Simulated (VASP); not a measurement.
# Pt: single point with PBEsol

Crystal: Pt.

```
Pt
1.0
     0.00000    2.03394    2.03394
     2.03394    0.00000    2.03394
     2.03394    2.03394    0.00000
Pt
1
Direct
  0.00000 0.00000 0.00000
```

This cell differs from its parent crystal: strained.

```yaml
Program: VASP 6.6.1
Task: single point
Functional: PBEsol
Potentials_or_basis: VASP PAW PBE potentials, release 64 (Pt)
Cutoff: 520 eV
k_mesh: 18 × 18 × 18
Occupations: gaussian, width 0.1 eV
Spin: no spin polarisation
Dipole_correction: no
Further_INCAR_settings: ALGO = Fast; EDIFF = 1e-06; NBANDS = 11
```

| Property | Result |
| --- | --- |
| Pressure | -24.1 GPa |
| Band gap on the k mesh | zero (band 5 reaches 9.49 eV, above the bottom of band 6 at 7.66 eV) |

Levels at points of the mesh, in eV from the Fermi level:
| k point | band 1 | band 2 | band 3 | band 4 | band 5 | band 6 | band 7 | band 8 | band 9 | band 10 |
| --- | --- | --- | --- | --- | --- | --- | --- | --- | --- | --- |
| (0.00, 0.00, 0.00) | -9.11 | -3.18 | -3.18 | -3.18 | -1.36 | -1.36 | 14.86 | 19.20 | 19.20 | 19.20 |
| (0.50, 0.00, 0.00) | -6.29 | -3.22 | -3.22 | -0.10 | 0.02 | 0.02 | 5.01 | 14.38 | 18.15 | 18.15 |
| (0.50, 0.50, 0.00) | -5.97 | -5.58 | 0.00 | 0.39 | 0.39 | 1.93 | 7.71 | 10.98 | 10.98 | 18.78 |

Run time: 22 s on 1 thread of AMD EPYC 9R45 96-Core Processor (Zen 5), with other jobs on the host, peak memory 0.13 GiB.

Caveat: the cell differs from its parent crystal (strained); the PAW data sets were made with another functional, which shifts forces and pressure a little; spin-orbit coupling is left out, which moves the levels of the heavy elements.
